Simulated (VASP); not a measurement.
Crystal: P.

```
P
1.0
     0.00000    2.01894    2.01894
     2.01894    0.00000    2.01894
     2.01894    2.01894    0.00000
P
1
Direct
  0.00000 0.00000 0.00000
```

This cell differs from its parent crystal: N replaced by P, lengths x 1.304, strained.

Base run:

- Program: VASP 6.6.1
- Functional: PBE
- Potentials or basis: VASP PAW PBE potentials, release 64 (P)
- Cutoff: 500 eV
- k mesh: 18 × 18 × 18
- Occupations: gaussian, width 0.1 eV
- Spin: no spin polarisation

Its results: pressure -9.2 GPa.

Task: The run is repeated on the same cell with these changes: k mesh from 18 × 18 × 18 to 8 × 8 × 8. What comes out?

Result: Pressure -7.0 GPa.
